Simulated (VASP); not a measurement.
# MoS2 in VASP: further runs

The runs below take MoS2 through single point, relaxation of the atoms, with PBE+D3(BJ).

Program: VASP 6.6.1. These are calculated values, not measurements. Logs are shortened: lines on timing, memory, paths and dates and some standing lists are left out, and cuts for length are marked.

## Step 1: The cell of the first run

The cell holds a slab with vacuum, 12 atoms: a = 3.149 Å, b = 3.149 Å, c = 68.533 Å, α = 90.00°, β = 90.00°, γ = 120.00°.

## Step 2: Single point, PBE+D3(BJ) (a layer taken out of the bulk)

File INCAR:

```
  ALGO = Normal
  DIPOL = 0.5 0.5 0.500
  EDIFF = 1E-7
  ENCUT = 520
  GGA = PE
  IDIPOL = 3
  ISIF = 2
  ISMEAR = 0
  IVDW = 12
  KPAR = 4
  LASPH = True
  LCHARG = False
  LDIPOL = True
  LREAL = False
  LWAVE = False
  NBANDS = 64
  NELM = 60
  PREC = Accurate
  SIGMA = 0.02
```

File KPOINTS:

```
k-points
0
Gamma
  12 12 1
```

File POSCAR:

```
MoS2
1.0
    3.1491697261      0.0000000000      0.0000000000
   -1.5745848630      2.7272609836      0.0000000000
    0.0000000000      0.0000000000     68.5325735331
S Mo
8 4
Direct
    0.3333333333      0.6666666667      0.3448454095
    0.3333333333      0.6666666667      0.3905391453
    0.6666666667      0.3333333333      0.4330505579
    0.6666666667      0.3333333333      0.4787442937
    0.3333333333      0.6666666667      0.5212557063
    0.3333333333      0.6666666667      0.5669494421
    0.6666666667      0.3333333333      0.6094608547
    0.6666666667      0.3333333333      0.6551545905
    0.6666666667      0.3333333333      0.3676922774
    0.3333333333      0.6666666667      0.4558974258
    0.6666666667      0.3333333333      0.5441025742
    0.3333333333      0.6666666667      0.6323077226
```

Potentials or basis: VASP PAW PBE potentials, release 64 (S, Mo_sv).

Launch:

```
$ cat potpaw_PBE.64/S/POTCAR potpaw_PBE.64/Mo_sv/POTCAR > POTCAR
$ mpirun -np 4 vasp_std > vasp.out
```

OUTCAR:

```text
EDIFF = 1E-7
   ENCUT = 520
   GGA = PE
   ISIF = 2
   ISMEAR = 0
   IVDW = 12
   LASPH = True
   LREAL = False
   NELM = 60
   PREC = Accurate
 IVDW          = 12

 ion  position               nearest neighbor table
   1  0.333  0.667  0.345-   9 2.40   9 2.40   9 2.40
   2  0.333  0.667  0.391-   9 2.40   9 2.40   9 2.40
   3  0.667  0.333  0.433-  10 2.40  10 2.40  10 2.40
   4  0.667  0.333  0.479-  10 2.40  10 2.40  10 2.40
   5  0.333  0.667  0.521-  11 2.40  11 2.40  11 2.40
   6  0.333  0.667  0.567-  11 2.40  11 2.40  11 2.40
   7  0.667  0.333  0.609-  12 2.40  12 2.40  12 2.40
   8  0.667  0.333  0.655-  12 2.40  12 2.40  12 2.40
   9  0.667  0.333  0.368-   2 2.40   1 2.40   2 2.40   1 2.40   2 2.40   1 2.40
  10  0.333  0.667  0.456-   4 2.40   3 2.40   4 2.40   3 2.40   4 2.40   3 2.40
  11  0.667  0.333  0.544-   5 2.40   6 2.40   5 2.40   6 2.40   5 2.40   6 2.40
  12  0.333  0.667  0.632-   7 2.40   8 2.40   7 2.40   8 2.40   7 2.40   8 2.40

  LATTYP: Found a hexagonal cell.
 ALAT       =     3.1491697261
 C/A-ratio  =    21.7621085854

  Lattice vectors:

 A1 = (   3.1491697261,   0.0000000000,   0.0000000000)
 A2 = (  -1.5745848630,   2.7272609836,   0.0000000000)
 A3 = (   0.0000000000,   0.0000000000,  68.5325735331)

Analysis of symmetry for initial positions (statically):
=====================================================================
 Subroutine PRICEL returns:
 Original cell was already a primitive cell.

 Routine SETGRP: Setting up the symmetry group for a
 hexagonal supercell.

 Subroutine GETGRP returns: Found 12 space group operations
 (whereof 12 operations were pure point group operations)
 out of a pool of 24 trial point group operations.

The static configuration has the point symmetry D_3d.

Analysis of symmetry for dynamics (positions and initial velocities):
=====================================================================
 Subroutine PRICEL returns:
 Original cell was already a primitive cell.

 Routine SETGRP: Setting up the symmetry group for a
 hexagonal supercell.

 Subroutine GETGRP returns: Found 12 space group operations
 (whereof 12 operations were pure point group operations)
 out of a pool of 24 trial point group operations.

The dynamic configuration has the point symmetry D_3d.

 Subroutine INISYM returns: Found 12 space group operations
 (whereof 12 operations are pure point group operations),
 and found     1 'primitive' translations

[... 129 lines left out ...]
  volume/ion in A,a.u.               =      49.05       331.01
  Fermi-wavevector in a.u.,A,eV,Ry     =   0.918641  1.735981 11.481984  0.843902
  Thomas-Fermi vector in A             =   2.043746
   LORBIT       =      0    0 simple, 1 ext, 2 COOP (PROOUT), +10 PAW based schemes
   GGA     = PE    functional components
   LHFCALC =     F    Hartree Fock is set to
   AEXX    =    0.0000 exact exchange contribution
   IVDW    =    12    specifies the selected vdW correction
   LEPSILON=     F    determine dielectric tensor
   LRPA    =     F    only Hartree local field effects (RPA)
 non-spin polarized calculation
 Gauss-broadening in eV      SIGMA  =   0.02
  energy-cutoff  :      520.00
  volume of cell :      588.60
 maximum number of plane-waves:     15932
 NGX is ok and might be reduce to    24
   NGX = 11   NGY = 11   NGZ =255

 dipolmoment           0.000000      0.000000     -0.000000 electrons x Angstroem

 number of electron     103.9999996 magnetization

 dipolmoment           0.000000      0.000000      0.000000 electrons x Angstroem

 Free energy of the ion-electron system (eV)
  ---------------------------------------------------
  ext. energy  EPLUGINS =         0.00000000
  ---------------------------------------------------
  free energy    TOTEN  =       -87.15782171 eV

  energy without entropy =      -87.15782171  energy(sigma->0) =      -87.15782171

 E-fermi :  -0.4789     XC(G=0):  -4.0568

 val. band max:       -0.6093673761   @ k =   0.0000   0.0000   0.0000
 cond. band min:       0.3230677896   @ k =   0.1667   0.1667   0.0000
 fundamental gap:      0.9324351658
 Fermi energy:        -0.4789227970

 k-point     1 :       0.0000    0.0000    0.0000
  band No.  band energies     occupation
      1     -62.0903      2.00000
      2     -62.0903      2.00000
      3     -62.0877      2.00000
      4     -62.0877      2.00000
      5     -36.2541      2.00000
      6     -36.2540      2.00000
[... 1262 lines left out ...]
     63       2.3539      0.00000
     64       2.3539      0.00000

------------------------ aborting loop because EDIFF is reached ----------------------------------------

 vacuum level on the upper side and lower side of the slab       (xc-potential included)        -0.006        -0.006

 Edisp (eV)   -4.88124

 E8    (eV) :    -2.0027

  FORCE on cell =-STRESS in cart. coord.  units (eV):
  Direction    XX          YY          ZZ          XY          YZ          ZX
  --------------------------------------------------------------------------------------
  -------------------------------------------------------------------------------------
  Total       0.08818     0.08818     0.05479     0.00000     0.00000     0.00000
  in kB       0.24002     0.24002     0.14913     0.00000     0.00000     0.00000
  external pressure =        0.21 kB  Pullay stress =        0.00 kB

 VOLUME and BASIS-vectors are now :
 -----------------------------------------------------------------------------
  energy-cutoff  :      520.00
  volume of cell :      588.60
      direct lattice vectors                 reciprocal lattice vectors
     3.149169726  0.000000000  0.000000000     0.317544015  0.183334123  0.000000000
    -1.574584863  2.727260984  0.000000000     0.000000000  0.366668246  0.000000000
     0.000000000  0.000000000 68.532573533     0.000000000  0.000000000  0.014591601

 POSITION                                       TOTAL-FORCE (eV/Angst)
 -----------------------------------------------------------------------------------
     -0.00000      1.81817     23.63314        -0.000000      0.000000     -0.035127
     -0.00000      1.81817     26.76465         0.000000     -0.000000      0.006212
      1.57458      0.90909     29.67807         0.000000      0.000000      0.012417
      1.57458      0.90909     32.80958         0.000000     -0.000000     -0.010573
     -0.00000      1.81817     35.72300        -0.000000      0.000000      0.010573
     -0.00000      1.81817     38.85450        -0.000000     -0.000000     -0.012417
      1.57458      0.90909     41.76792        -0.000000      0.000000     -0.006212
      1.57458      0.90909     44.89943        -0.000000      0.000000      0.035127
      1.57458      0.90909     25.19890         0.000000     -0.000000      0.023282
     -0.00000      1.81817     31.24382         0.000000     -0.000000      0.001456
      1.57458      0.90909     37.28875        -0.000000      0.000000     -0.001456
     -0.00000      1.81817     43.33368        -0.000000      0.000000     -0.023282
 -----------------------------------------------------------------------------------
    total drift:                                0.000000      0.000000      0.000000

  FREE ENERGIE OF THE ION-ELECTRON SYSTEM (eV)
  ---------------------------------------------------
  free  energy   TOTEN  =       -92.0390605524 eV

  energy  without entropy=      -92.0390605524  energy(sigma->0) =      -92.03906055

 vacuum level on the upper side and lower side of the slab         4.624         4.624
```

Run time: 12 min. Hardware: 4 MPI ranks of AMD EPYC 7R13 (Zen 3), shared host; peak memory 0.94 GiB.

Results:

```
Free energy                : -92.0391 eV
Largest force              : 0.035 eV/Å
Band gap on the k mesh     : 0.93 eV (least direct gap 1.72 eV)
Dispersion energy per atom : -0.407 eV
```

Forces in eV/Å, atoms in the order of the input:
```
S    0.000  0.000 -0.035
S    0.000  0.000  0.006
S    0.000  0.000  0.012
S    0.000  0.000 -0.011
S    0.000  0.000  0.011
S    0.000  0.000 -0.012
S    0.000  0.000 -0.006
S    0.000  0.000  0.035
Mo   0.000  0.000  0.023
Mo   0.000  0.000  0.001
Mo   0.000  0.000 -0.001
Mo   0.000  0.000 -0.023
```

Caveat: the cell differs from its parent crystal (a layer taken out of the bulk).

## Step 3: Single point, PBE+D3(BJ) (a layer taken out of the bulk)

File INCAR:

```
ALGO     = Normal         # electronic algorithm
DIPOL    = 0.5 0.5 0.500
EDIFF    = 1E-6           # SCF threshold, eV
ENCUT    = 520            # plane-wave cutoff, eV
GGA      = PE             # functional
IDIPOL   = 3            
ISIF     = 2              # what is computed and relaxed
ISMEAR   = 0              # smearing method
IVDW     = 12             # dispersion correction
KPAR     = 4            
LASPH    = True           # aspherical terms in the spheres
LCHARG   = False          # write CHGCAR
LDIPOL   = True         
LREAL    = False          # projectors in reciprocal space
LWAVE    = False          # write WAVECAR
NBANDS   = 64             # bands
NELM     = 100            # most SCF steps
PREC     = Accurate       # precision mode
SIGMA    = 0.02           # smearing width, eV
```

KPOINTS is that of step 2.

File POSCAR:

```
MoS2
1.0
    3.1505197702      0.0000000000      0.0000000000
   -1.5752598851      2.7284301562      0.0000000000
    0.0000000000      0.0000000000     68.5325735331
S Mo
8 4
Direct
    0.3333333333      0.6666666667      0.3446932423
    0.3333333333      0.6666666667      0.3904278248
    0.6666666667      0.3333333333      0.4330415645
    0.6666666667      0.3333333333      0.4787283615
    0.3333333333      0.6666666667      0.5212716385
    0.3333333333      0.6666666667      0.5669584355
    0.6666666667      0.3333333333      0.6095721752
    0.6666666667      0.3333333333      0.6553067577
    0.6666666667      0.3333333333      0.3675722296
    0.3333333333      0.6666666667      0.4558852597
    0.6666666667      0.3333333333      0.5441147403
    0.3333333333      0.6666666667      0.6324277704
```

Potentials or basis: VASP PAW PBE potentials, release 64 (S, Mo_sv).

Launch:

```
$ cat potpaw_PBE.64/S/POTCAR potpaw_PBE.64/Mo_sv/POTCAR > POTCAR
$ mpirun -np 4 vasp_std > vasp.out
```

OUTCAR:

```text
EDIFF = 1E-6
   ENCUT = 520
   GGA = PE
   ISIF = 2
   ISMEAR = 0
   IVDW = 12
   LASPH = True
   LREAL = False
   NELM = 100
   PREC = Accurate
 IVDW          = 12

 ion  position               nearest neighbor table
   1  0.333  0.667  0.345-   9 2.40   9 2.40   9 2.40
   2  0.333  0.667  0.390-   9 2.40   9 2.40   9 2.40
   3  0.667  0.333  0.433-  10 2.40  10 2.40  10 2.40
   4  0.667  0.333  0.479-  10 2.40  10 2.40  10 2.40
   5  0.333  0.667  0.521-  11 2.40  11 2.40  11 2.40
   6  0.333  0.667  0.567-  11 2.40  11 2.40  11 2.40
   7  0.667  0.333  0.610-  12 2.40  12 2.40  12 2.40
   8  0.667  0.333  0.655-  12 2.40  12 2.40  12 2.40
   9  0.667  0.333  0.368-   2 2.40   2 2.40   2 2.40   1 2.40   1 2.40   1 2.40
  10  0.333  0.667  0.456-   4 2.40   4 2.40   4 2.40   3 2.40   3 2.40   3 2.40
  11  0.667  0.333  0.544-   5 2.40   5 2.40   5 2.40   6 2.40   6 2.40   6 2.40
  12  0.333  0.667  0.632-   7 2.40   7 2.40   7 2.40   8 2.40   8 2.40   8 2.40

  LATTYP: Found a hexagonal cell.
 ALAT       =     3.1505197702
 C/A-ratio  =    21.7527832015

  Lattice vectors:

 A1 = (   3.1505197702,   0.0000000000,   0.0000000000)
 A2 = (  -1.5752598851,   2.7284301562,   0.0000000000)
 A3 = (   0.0000000000,   0.0000000000,  68.5325735331)

Analysis of symmetry for initial positions (statically):
=====================================================================
 Subroutine PRICEL returns:
 Original cell was already a primitive cell.

 Routine SETGRP: Setting up the symmetry group for a
 hexagonal supercell.

 Subroutine GETGRP returns: Found 12 space group operations
 (whereof 12 operations were pure point group operations)
 out of a pool of 24 trial point group operations.

The static configuration has the point symmetry D_3d.

Analysis of symmetry for dynamics (positions and initial velocities):
=====================================================================
[... 164 lines left out ...]

 number of electron     103.9999996 magnetization

 dipolmoment           0.000000      0.000000      0.000000 electrons x Angstroem

 Free energy of the ion-electron system (eV)
  ---------------------------------------------------
  ext. energy  EPLUGINS =         0.00000000
  ---------------------------------------------------
  free energy    TOTEN  =       -87.16644072 eV

  energy without entropy =      -87.16644072  energy(sigma->0) =      -87.16644072

 E-fermi :  -0.4842     XC(G=0):  -4.0680

 val. band max:       -0.6150122026   @ k =   0.0000   0.0000   0.0000
 cond. band min:       0.3202925017   @ k =   0.1667   0.1667   0.0000
 fundamental gap:      0.9353047043
 Fermi energy:        -0.4841961872

 k-point     1 :       0.0000    0.0000    0.0000
  band No.  band energies     occupation
      1     -62.0959      2.00000
      2     -62.0959      2.00000
      3     -62.0933      2.00000
      4     -62.0933      2.00000
      5     -36.2588      2.00000
      6     -36.2587      2.00000
[... 1262 lines left out ...]
     63       2.3425      0.00000
     64       2.3425      0.00000

------------------------ aborting loop because EDIFF is reached ----------------------------------------

 vacuum level on the upper side and lower side of the slab       (xc-potential included)        -0.005        -0.005

 Edisp (eV)   -4.87278

 E8    (eV) :    -1.9992

  FORCE on cell =-STRESS in cart. coord.  units (eV):
  Direction    XX          YY          ZZ          XY          YZ          ZX
  --------------------------------------------------------------------------------------
  -------------------------------------------------------------------------------------
  Total      -0.15398    -0.15398    -0.22410    -0.00000     0.00000    -0.00000
  in kB      -0.41879    -0.41879    -0.60947    -0.00000     0.00000    -0.00000
  external pressure =       -0.48 kB  Pullay stress =        0.00 kB

 VOLUME and BASIS-vectors are now :
 -----------------------------------------------------------------------------
  energy-cutoff  :      520.00
  volume of cell :      589.10
      direct lattice vectors                 reciprocal lattice vectors
     3.150519770  0.000000000  0.000000000     0.317407943  0.183255561  0.000000000
    -1.575259885  2.728430156  0.000000000     0.000000000  0.366511123  0.000000000
     0.000000000  0.000000000 68.532573533     0.000000000  0.000000000  0.014591601

 POSITION                                       TOTAL-FORCE (eV/Angst)
 -----------------------------------------------------------------------------------
     -0.00000      1.81895     23.62271        -0.000000      0.000000      0.012363
     -0.00000      1.81895     26.75702        -0.000000      0.000000     -0.013335
      1.57526      0.90948     29.67745        -0.000000      0.000000      0.013434
      1.57526      0.90948     32.80849         0.000000      0.000000     -0.013229
     -0.00000      1.81895     35.72409        -0.000000      0.000000      0.013229
     -0.00000      1.81895     38.85512         0.000000      0.000000     -0.013434
      1.57526      0.90948     41.77555         0.000000      0.000000      0.013335
      1.57526      0.90948     44.90986        -0.000000      0.000000     -0.012363
      1.57526      0.90948     25.19067         0.000000     -0.000000     -0.000779
     -0.00000      1.81895     31.24299         0.000000      0.000000      0.000291
      1.57526      0.90948     37.28958        -0.000000      0.000000     -0.000291
     -0.00000      1.81895     43.34190        -0.000000      0.000000      0.000779
 -----------------------------------------------------------------------------------
    total drift:                                0.000000     -0.000000      0.000000

  FREE ENERGIE OF THE ION-ELECTRON SYSTEM (eV)
  ---------------------------------------------------
  free  energy   TOTEN  =       -92.0392256722 eV

  energy  without entropy=      -92.0392256722  energy(sigma->0) =      -92.03922567

 vacuum level on the upper side and lower side of the slab         4.623         4.623
```

OSZICAR:

```text
N       E                     dE             d eps       ncg     rms          rms(c)
DAV:   1     0.927862370996E+03    0.92786E+03   -0.53512E+04  3096   0.134E+03
DAV:   2    -0.124573473954E+02   -0.94032E+03   -0.92043E+03  3192   0.323E+02
DAV:   3    -0.899255190611E+02   -0.77468E+02   -0.76219E+02  2800   0.848E+01
[... 19 lines left out ...]
DAV:  23    -0.871664322788E+02   -0.91475E-05   -0.13334E-07  1704   0.685E-04    0.639E-04
DAV:  24    -0.871664350842E+02   -0.28054E-05   -0.60138E-08  1672   0.410E-04    0.356E-04
DAV:  25    -0.871664386114E+02   -0.35272E-05   -0.59537E-08  1648   0.383E-04    0.217E-04
DAV:  26    -0.871664397625E+02   -0.11511E-05   -0.15226E-08  1544   0.231E-04    0.128E-04
DAV:  27    -0.871664407228E+02   -0.96031E-06   -0.14909E-08  1568   0.200E-04
   1 F= -.92039226E+02 E0= -.92039226E+02  d E =-.206098E-22
```

stdout:

```text
POSCAR found type information on POSCAR S Mo
 POSCAR found :  2 types and      12 ions
 scaLAPACK will be used
 LDA part: xc-table for (Slater+PW92), standard interpolation
 -----------------------------------------------------------------------------
|                                                                             |
|           W    W    AA    RRRRR   N    N  II  N    N   GGGG   !!!           |
|           W    W   A  A   R    R  NN   N  II  NN   N  G    G  !!!           |
|           W    W  A    A  R    R  N N  N  II  N N  N  G       !!!           |
|           W WW W  AAAAAA  RRRRR   N  N N  II  N  N N  G  GGG   !            |
|           WW  WW  A    A  R   R   N   NN  II  N   NN  G    G                |
|           W    W  A    A  R    R  N    N  II  N    N   GGGG   !!!           |
|                                                                             |
|     One of the lattice vectors is very long (>50 A), but AMIN is rather     |
|     large. This can spoil convergence since charge sloshing might occur     |
|     along the long lattice vector. If problems with convergence are         |
|     observed, try to decrease AMIN to a smaller value (e.g. 0.01).          |
|     Note: This warning only applies if the self-consistency cycle is        |
|     used.                                                                   |
|                                                                             |
 -----------------------------------------------------------------------------

 POSCAR, INCAR and KPOINTS ok, starting setup
 FFT: planning ... GRIDC
 FFT: planning ... GRID_SOFT
 FFT: planning ... GRID
 WAVECAR not read
 entering main loop
```

Wall time 9.6 min (4 MPI ranks of AMD EPYC 7R13 (Zen 3), shared host); peak memory 0.94 GiB.

Results:

| Item | Value |
| --- | --- |
| Free energy | -92.0392 eV |
| Largest force | 0.013 eV/Å |
| Band gap on the k mesh | 0.94 eV (least direct gap 1.72 eV) |
| Dispersion energy per atom | -0.406 eV |

Forces on the atoms (eV/Å):
```
S    0.000  0.000  0.012
S    0.000  0.000 -0.013
S    0.000  0.000  0.013
S    0.000  0.000 -0.013
S    0.000  0.000  0.013
S    0.000  0.000 -0.013
S    0.000  0.000  0.013
S    0.000  0.000 -0.012
Mo   0.000  0.000 -0.001
Mo   0.000  0.000  0.000
Mo   0.000  0.000  0.000
Mo   0.000  0.000  0.001
```

Caveat: the cell differs from its parent crystal (a layer taken out of the bulk).

[end of part 1 of 2]
